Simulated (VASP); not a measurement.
# Cs2Bi2B3Ir2 (P-3m1) in VASP: a series of runs

Cs2Bi2B3Ir2 is run at these levels: PBE; tasks: single point.

Program: VASP 6.6.1. These are calculated values, not measurements. Logs are shortened: lines on timing, memory, paths and dates and some standing lists are left out, and cuts for length are marked.

**1. The cell of the first run**

The structure is trigonal, space group P-3m1 (No. 164). Conventional cell: a = 4.922 Å, b = 4.922 Å, c = 13.806 Å, α = 90.00°, β = 90.00°, γ = 120.00°. Within 5.0 Å of Cs (site symmetry 3m) lie 3 Bi at 3.67 Å and 3 Ir at 4.39 Å and 3 B at 4.86 Å and 6 Cs at 4.92 Å. B (site symmetry 2/m) has 2 Ir at 1.93 Å and 4 B at 2.46 Å within 2.6 Å. Within 4.0 Å of Bi (site symmetry 3m) lie 3 Ir at 3.02 Å and 6 B at 3.38 Å and 3 Cs at 3.67 Å. Within 2.6 Å of Ir (site symmetry 3m) lie 3 B at 1.93 Å.

**2. Single point, PBE**

The input, INCAR:

```
SYSTEM = Cs2Bi2B3Ir2
PREC = Accurate
ENCUT = 520
EDIFF = 1E-6
ISMEAR = 0
SIGMA = 0.2
LREAL = .FALSE.
LASPH = .TRUE.
NELM = 80
ALGO = Fast
ISIF = 2
LWAVE = .FALSE.
LCHARG = .TRUE.
GGA = PE
LELF = .TRUE.
LVHAR = .TRUE.
NBANDS = 48
```

The input, KPOINTS:

```
Automatic mesh
0
G
  4 4 2
  0 0 0
```

The input, POSCAR:

```
Cs2Bi2B3Ir2
1.0
    4.9220274134      0.0000000000      0.0000000000
   -2.4610137067      4.2626007781      0.0000000000
    0.0000000000      0.0000000000     13.8061116796
Cs B Bi Ir
2 3 2 2
Direct
    0.6666666667      0.3333333333      0.3365491430
    0.3333333333      0.6666666667      0.6634508570
    0.0000000000      0.5000000000      0.0000000000
    0.5000000000      0.0000000000      0.0000000000
    0.5000000000      0.5000000000      0.0000000000
    0.0000000000      0.0000000000      0.8319029478
    0.0000000000      0.0000000000      0.1680970522
    0.6666666667      0.3333333333      0.9055424344
    0.3333333333      0.6666666667      0.0944575656
```

Potentials or basis: VASP PAW PBE potentials, release 64 (Cs_sv, B, Bi_d, Ir).

Launch:

```console
cat potpaw_PBE.64/Cs_sv/POTCAR potpaw_PBE.64/B/POTCAR potpaw_PBE.64/Bi_d/POTCAR potpaw_PBE.64/Ir/POTCAR > POTCAR
mpirun -np 1 vasp_std > vasp.out
```

OUTCAR:

```text
SYSTEM = Cs2Bi2B3Ir2
   PREC = Accurate
   ENCUT = 520
   EDIFF = 1E-6
   ISMEAR = 0
   LREAL = .FALSE.
   LASPH = .TRUE.
   NELM = 80
   ISIF = 2
   GGA = PE

 ion  position               nearest neighbor table
   1  0.667  0.333  0.337-
   2  0.333  0.667  0.663-
   3  0.000  0.500  0.000-   8 1.93   9 1.93
   4  0.500  0.000  0.000-   8 1.93   9 1.93
   5  0.500  0.500  0.000-   8 1.93   9 1.93
   6  0.000  0.000  0.832-   8 3.02   8 3.02   8 3.02
   7  0.000  0.000  0.168-   9 3.02   9 3.02   9 3.02
   8  0.667  0.333  0.906-   4 1.93   3 1.93   5 1.93   6 3.02   6 3.02   6 3.02
   9  0.333  0.667  0.094-   4 1.93   3 1.93   5 1.93   7 3.02   7 3.02   7 3.02

  LATTYP: Found a hexagonal cell.
 ALAT       =     4.9220274134
 C/A-ratio  =     2.8049644019

  Lattice vectors:

 A1 = (   4.9220274134,   0.0000000000,   0.0000000000)
 A2 = (  -2.4610137067,   4.2626007781,   0.0000000000)
 A3 = (   0.0000000000,   0.0000000000,  13.8061116796)

Analysis of symmetry for initial positions (statically):
=====================================================================
 Subroutine PRICEL returns:
 Original cell was already a primitive cell.

 Routine SETGRP: Setting up the symmetry group for a
 hexagonal supercell.

 Subroutine GETGRP returns: Found 12 space group operations
 (whereof 12 operations were pure point group operations)
 out of a pool of 24 trial point group operations.

The static configuration has the point symmetry D_3d.

Analysis of symmetry for dynamics (positions and initial velocities):
=====================================================================
 Subroutine PRICEL returns:
 Original cell was already a primitive cell.

 Routine SETGRP: Setting up the symmetry group for a
 hexagonal supercell.

 Subroutine GETGRP returns: Found 12 space group operations
 (whereof 12 operations were pure point group operations)
 out of a pool of 24 trial point group operations.

The dynamic configuration has the point symmetry D_3d.

 Subroutine INISYM returns: Found 12 space group operations
 (whereof 12 operations are pure point group operations),
 and found     1 'primitive' translations

----------------------------------------------------------------------------------------

                                     Primitive cell

  volume of cell :     289.6610

  direct lattice vectors                    reciprocal lattice vectors
     4.922027413  0.000000000  0.000000000     0.203168312  0.117299279  0.000000000
    -2.461013707  4.262600778  0.000000000     0.000000000  0.234598559  0.000000000
     0.000000000  0.000000000 13.806111680     0.000000000  0.000000000  0.072431690

  length of vectors
     4.922027413  4.922027413 13.806111680     0.234598559  0.234598559  0.072431690

  position of ions in fractional coordinates (direct lattice)
     0.666666667  0.333333333  0.336549143
     0.333333333  0.666666667  0.663450857
     0.000000000  0.500000000  0.000000000
     0.500000000  0.000000000  0.000000000
     0.500000000  0.500000000  0.000000000
     0.000000000  0.000000000  0.831902948
     0.000000000  0.000000000  0.168097052
     0.666666667  0.333333333  0.905542434
     0.333333333  0.666666667  0.094457566

  ion indices of the primitive-cell ions
   primitive index   ion index
                 1           1
                 2           2
                 3           3
                 4           4
                 5           5
                 6           6
                 7           7
                 8           8
                 9           9

----------------------------------------------------------------------------------------

 KPOINTS: Automatic mesh

Automatic generation of k-mesh.
 Grid dimensions read from file:
 generate k-points for:    4    4    2

 Generating k-lattice:

  Cartesian coordinates                     Fractional coordinates (reciprocal lattice)
     0.050792078  0.029324820  0.000000000     0.250000000  0.000000000  0.000000000
     0.000000000  0.058649640  0.000000000     0.000000000  0.250000000  0.000000000
     0.000000000  0.000000000  0.036215845     0.000000000  0.000000000  0.500000000

  Length of vectors
     0.058649640  0.058649640  0.036215845

  Shift w.r.t. Gamma in fractional coordinates (k-lattice)
     0.000000000  0.000000000  0.000000000

 Subroutine IBZKPT returns following result:
 ===========================================

 Found      8 irreducible k-points:

 Following reciprocal coordinates:
            Coordinates               Weight
  0.000000  0.000000  0.000000      1.000000
  0.250000  0.000000  0.000000      6.000000
  0.500000  0.000000  0.000000      3.000000
  0.250000  0.250000  0.000000      6.000000
  0.000000  0.000000  0.500000      1.000000
  0.250000  0.000000  0.500000      6.000000
  0.500000  0.000000  0.500000      3.000000
  0.250000  0.250000  0.500000      6.000000
   k-points           NKPTS =      8   k-points in BZ     NKDIM =      8   number of bands    NBANDS=     48
   number of dos      NEDOS =    301   number of ions     NIONS =      9
   total plane-waves  NPLWV = 172800
   dimension x,y,z NGX =    40 NGY =   40 NGZ =  108
   dimension x,y,z NGXF=    80 NGYF=   80 NGZF=  216
   ions per type =               2   3   2   2
   NGX,Y,Z   is equivalent  to a cutoff of  13.51, 13.51, 13.00 a.u.
   NGXF,Y,Z  is equivalent  to a cutoff of  27.02, 27.02, 26.01 a.u.
 SYSTEM =  Cs2Bi2B3Ir2
   PREC   = accura    normal or accurate (medium, high low for compatibility)
   ISTART =      0    job   : 0-new  1-cont  2-samecut
   ICHARG =      2    charge: 1-file 2-atom 10-const
   ISPIN  =      1    spin polarized calculation?
   LNONCOLLINEAR =      F non collinear calculations
   LSORBIT =      F    spin-orbit coupling
   LASPH  =      T    aspherical Exc in radial PAW
   ENCUT  =  520.0 eV  38.22 Ry    6.18 a.u.   9.15  9.15 25.67*2*pi/ulx,y,z
   NELM   =     80;   NELMIN=  2; NELMDL= -5     # of ELM steps
   EDIFF  = 0.1E-05   stopping-criterion for ELM
   LREAL  =      F    real-space projection
   EDIFFG = 0.1E-04   stopping-criterion for IOM
   NSW    =      0    number of steps for IOM
   IBRION =     -1    ionic relax: 0-MD 1-quasi-New 2-CG
   NFREE  =      0    steps in history (QN), initial steepest desc. (CG)
   ISIF   =      2    stress and relaxation
   ISYM   =      2    0-nonsym 1-usesym 2-fastsym
   POTIM  = 0.5000    time-step for ionic-motion
   TEBEG  =    0.0;   TEEND  =   0.0 temperature during run
   PSTRESS=    0.0 pullay stress
   NELECT =      75.0000    total number of electrons
   NUPDOWN=      -1.0000    fix difference up-down
   EMIN   =  10.00;   EMAX   =-10.00  energy-range for DOS
   EFERMI =   0.00;   METHOD = LEGACY
   ISMEAR =     0;   SIGMA  =   0.20  broadening in eV -4-tet -1-fermi 0-gaus
   EFERMI_NEDOS =   21; number of points for ismear=-14 and -15
   IALGO  =     68    algorithm
   IMIX   =      4    mixing-type and parameters
     AMIX     =   0.40;   BMIX     =  1.00
     AMIX_MAG =   1.60;   BMIX_MAG =  1.00
  volume/ion in A,a.u.               =      32.18       217.19
  Fermi-wavevector in a.u.,A,eV,Ry     =   1.043435  1.971805 14.813421  1.088756
  Thomas-Fermi vector in A             =   2.178144
   LORBIT       =      0    0 simple, 1 ext, 2 COOP (PROOUT), +10 PAW based schemes
   GGA     = PE    functional components
   LHFCALC =     F    Hartree Fock is set to
   AEXX    =    0.0000 exact exchange contribution
   IVDW    =     0    specifies the selected vdW correction
   LEPSILON=     F    determine dielectric tensor
   LRPA    =     F    only Hartree local field effects (RPA)
 non-spin polarized calculation
 RMM-DIIS sequential band-by-band and
 Gauss-broadening in eV      SIGMA  =   0.20
  energy-cutoff  :      520.00
  volume of cell :      289.66
 maximum number of plane-waves:      7846
 NGX is ok and might be reduce to    40
   NGX = 19   NGY = 19   NGZ = 51

 number of electron      75.0000008 magnetization

 Free energy of the ion-electron system (eV)
  ---------------------------------------------------
  ext. energy  EPLUGINS =         0.00000000
  ---------------------------------------------------
  free energy    TOTEN  =       -45.96710083 eV

  energy without entropy =      -45.86084608  energy(sigma->0) =      -45.91397345

 E-fermi :   3.1879     XC(G=0):  -8.2578

 val. band max:        3.1316615616   @ k =   0.2500   0.0000   0.5000
 cond. band min:       3.2159464064   @ k =   0.0000   0.0000   0.5000
 fundamental gap:      0.0842848448
 Fermi energy:         3.1879118366

 k-point     1 :       0.0000    0.0000    0.0000
  band No.  band energies     occupation
      1     -19.5492      2.00000
      2     -19.5442      2.00000
      3     -18.9121      2.00000
      4     -18.9089      2.00000
      5     -18.9031      2.00000
      6     -18.9031      2.00000
[... 40 lines left out ...]
     47       6.6579      0.00000
     48       6.6592      0.00000

 k-point     2 :       0.2500    0.0000    0.0000
  band No.  band energies     occupation
      1     -19.5418      2.00000
      2     -19.5381      2.00000
      3     -18.9115      2.00000
      4     -18.9082      2.00000
      5     -18.9030      2.00000
      6     -18.9019      2.00000
[... 40 lines left out ...]
     47       6.4337      0.00000
     48       6.7544      0.00000

 k-point     3 :       0.5000    0.0000    0.0000
  band No.  band energies     occupation
      1     -19.5340      2.00000
      2     -19.5324      2.00000
      3     -18.9110      2.00000
      4     -18.9076      2.00000
      5     -18.9030      2.00000
      6     -18.9019      2.00000
[... 40 lines left out ...]
     47       6.6010      0.00000
     48       7.3538      0.00000

 k-point     4 :       0.2500    0.2500    0.0000
  band No.  band energies     occupation
      1     -19.5340      2.00000
      2     -19.5324      2.00000
      3     -18.9109      2.00000
      4     -18.9075      2.00000
      5     -18.9041      2.00000
      6     -18.9039      2.00000
[... 40 lines left out ...]
     47       6.5153      0.00000
     48       7.5238      0.00000

 k-point     5 :       0.0000    0.0000    0.5000
  band No.  band energies     occupation
      1     -19.5492      2.00000
      2     -19.5442      2.00000
      3     -18.9121      2.00000
      4     -18.9088      2.00000
      5     -18.9031      2.00000
      6     -18.9031      2.00000
[... 40 lines left out ...]
     47       6.6205      0.00000
     48       6.6210      0.00000

 k-point     6 :       0.2500    0.0000    0.5000
  band No.  band energies     occupation
      1     -19.5418      2.00000
      2     -19.5381      2.00000
      3     -18.9115      2.00000
      4     -18.9082      2.00000
      5     -18.9030      2.00000
      6     -18.9019      2.00000
[... 40 lines left out ...]
     47       6.4501      0.00000
     48       6.9192      0.00000

 k-point     7 :       0.5000    0.0000    0.5000
  band No.  band energies     occupation
      1     -19.5340      2.00000
      2     -19.5324      2.00000
      3     -18.9110      2.00000
      4     -18.9076      2.00000
      5     -18.9030      2.00000
      6     -18.9019      2.00000
[... 40 lines left out ...]
     47       6.5578      0.00000
     48       6.9360      0.00000

 k-point     8 :       0.2500    0.2500    0.5000
  band No.  band energies     occupation
      1     -19.5340      2.00000
      2     -19.5324      2.00000
      3     -18.9109      2.00000
      4     -18.9075      2.00000
      5     -18.9041      2.00000
      6     -18.9039      2.00000
[... 40 lines left out ...]
     47       7.0129      0.00000
     48       7.5473      0.00000

------------------------ aborting loop because EDIFF is reached ----------------------------------------

  FORCE on cell =-STRESS in cart. coord.  units (eV):
  Direction    XX          YY          ZZ          XY          YZ          ZX
  --------------------------------------------------------------------------------------
  -------------------------------------------------------------------------------------
  Total        1.3978186      1.3978186      1.1112378      0.0000000      0.0000000      0.0000000
  in kB        7.7316347      7.7316347      6.1464948      0.0000000      0.0000000      0.0000000
  external PRESSURE =       7.2032547 kB  Pullay stress =       0.0000000 kB

 VOLUME and BASIS-vectors are now :
 -----------------------------------------------------------------------------
  energy-cutoff  :      520.00
  volume of cell :      289.66
      direct lattice vectors                 reciprocal lattice vectors
     4.922027413  0.000000000  0.000000000     0.203168312  0.117299279  0.000000000
    -2.461013707  4.262600778  0.000000000     0.000000000  0.234598559  0.000000000
     0.000000000  0.000000000 13.806111680     0.000000000  0.000000000  0.072431690

 POSITION                                       TOTAL-FORCE (eV/Angst)
 -----------------------------------------------------------------------------------
      2.46101      1.42087      4.64644         0.000000     -0.000000      0.020195
     -0.00000      2.84173      9.15968        -0.000000      0.000000     -0.020195
     -1.23051      2.13130      0.00000        -0.000000      0.000000      0.000000
      2.46101      0.00000      0.00000        -0.000000      0.000000      0.000000
      1.23051      2.13130      0.00000        -0.000000      0.000000      0.000000
      0.00000      0.00000     11.48535         0.000000     -0.000000      0.014859
      0.00000      0.00000      2.32077        -0.000000      0.000000     -0.014859
      2.46101      1.42087     12.50202         0.000000      0.000000     -0.224798
     -0.00000      2.84173      1.30409         0.000000     -0.000000      0.224798
 -----------------------------------------------------------------------------------
    total drift:                               -0.000000      0.000000      0.000000

  FREE ENERGIE OF THE ION-ELECTRON SYSTEM (eV)
  ---------------------------------------------------
  free  energy   TOTEN  =       -45.9671008274 eV

  energy  without entropy=      -45.8608460778  energy(sigma->0) =      -45.91397345
```

Wall time 6.7 min (1 thread of Intel Xeon 8259CL, shared host); peak memory 0.49 GiB.

What came out:

```
Free energy            : -45.9671 eV
Pressure               : 0.7 GPa
Largest force          : 0.225 eV/Å
Band gap on the k mesh : zero (an odd number of electrons rules out a gap without spin polarisation)
```

Forces on the atoms (eV/Å):
```
Cs   0.000  0.000  0.020
Cs   0.000  0.000 -0.020
B    0.000  0.000  0.000
B    0.000  0.000  0.000
B    0.000  0.000  0.000
Bi   0.000  0.000  0.015
Bi   0.000  0.000 -0.015
Ir   0.000  0.000 -0.225
Ir   0.000  0.000  0.225
```

Levels at points of the mesh, in eV from the Fermi level:
| k point | band 33 | band 34 | band 35 | band 36 | band 37 | band 38 | band 39 | band 40 | band 41 | band 42 |
| --- | --- | --- | --- | --- | --- | --- | --- | --- | --- | --- |
| (0.00, 0.00, 0.00) | -0.72 | -0.47 | -0.47 | -0.16 | 0.03 | 0.03 | 0.96 | 0.98 | 1.93 | 2.21 |
| (0.50, 0.00, 0.00) | -2.05 | -1.80 | -1.25 | -1.02 | -0.69 | -0.17 | 1.28 | 1.36 | 2.04 | 2.24 |
| (0.00, 0.00, 0.50) | -0.81 | -0.47 | -0.47 | -0.09 | 0.03 | 0.03 | 0.87 | 1.24 | 1.89 | 2.17 |
| (0.50, 0.00, 0.50) | -2.04 | -1.80 | -1.27 | -1.03 | -0.68 | -0.19 | 1.26 | 1.49 | 1.98 | 2.24 |

Caveat: the k points lie up to 0.37 Å⁻¹ apart, too coarse for converged energies and pressures of a metal; spin-orbit coupling is left out, which moves the levels of the heavy elements.

**3. Single point, PBE**

This run uses another cell than the first one, of 34.27 Å³/atom.

The input, INCAR:

```
ALGO = Fast
EDIFF = 1E-7
ENCUT = 520
GGA = PE
ISIF = 2
ISMEAR = 0
LASPH = T
LCHARG = F
LREAL = F
LWAVE = F
NBANDS = 48
NELM = 100
PREC = Accurate
SIGMA = 0.1
```

The input, KPOINTS:

```
k-points
0
Gamma
  6 6 2
```

The input, POSCAR:

```
Cs2Bi2B3Ir2
1.0
    4.9677783431      0.0000000000      0.0000000000
   -2.4838891716      4.3022222455      0.0000000000
    0.0000000000      0.0000000000     14.4313584617
Cs B Bi Ir
2 3 2 2
Direct
    0.6666666667      0.3333333333      0.3195481068
    0.3333333333      0.6666666667      0.6804518932
    0.0000000000      0.5000000000      0.0000000000
    0.5000000000      0.0000000000      0.0000000000
    0.5000000000      0.5000000000      0.0000000000
    0.0000000000      0.0000000000      0.8414353195
    0.0000000000      0.0000000000      0.1585646805
    0.6666666667      0.3333333333      0.9105614989
    0.3333333333      0.6666666667      0.0894385011
```

Potentials or basis: VASP PAW PBE potentials, release 64 (Cs_sv, B, Bi_d, Ir).

Launch:

```console
cat potpaw_PBE.64/Cs_sv/POTCAR potpaw_PBE.64/B/POTCAR potpaw_PBE.64/Bi_d/POTCAR potpaw_PBE.64/Ir/POTCAR > POTCAR
mpirun -np 1 vasp_std > vasp.out
```

Wall time 14 min (1 thread of Intel Xeon 8259CL, shared host); peak memory 0.56 GiB.

The run converged. Its results:

| Quantity | Value |
| --- | --- |
| Free energy | -46.0219 eV |
| Pressure | 0.2 GPa |
| Largest force | 0.236 eV/Å |
| Band gap on the k mesh | zero (an odd number of electrons rules out a gap without spin polarisation) |

Forces in eV/Å, atoms in the order of the input:
```
Cs   0.000  0.000  0.010
Cs   0.000  0.000 -0.010
B    0.000  0.000  0.000
B    0.000  0.000  0.000
B    0.000  0.000  0.000
Bi   0.000  0.000  0.015
Bi   0.000  0.000 -0.015
Ir   0.000  0.000 -0.236
Ir   0.000  0.000  0.236
```

Stress tensor (GPa, compression positive):
```
0.20 0.00 0.00
0.00 0.20 0.00
0.00 0.00 0.29
```

Levels at points of the mesh, in eV from the Fermi level:
```tsv
k point	band 35	band 36	band 37	band 38	band 39	band 40	band 41	band 42
(0.00, 0.00, 0.00)	-0.50	-0.23	-0.03	-0.03	0.72	0.97	1.93	2.24
(0.50, 0.00, 0.00)	-1.18	-1.03	-0.63	-0.16	1.30	1.35	2.08	2.10
(0.00, 0.00, 0.50)	-0.50	-0.17	-0.03	-0.03	0.78	1.06	1.88	2.22
(0.50, 0.00, 0.50)	-1.19	-1.03	-0.63	-0.17	1.28	1.46	1.90	2.22
```

Caveat: spin-orbit coupling is left out, which moves the levels of the heavy elements.

The gap in the log of VASP goes by the Fermi energy; the results here count the filled bands.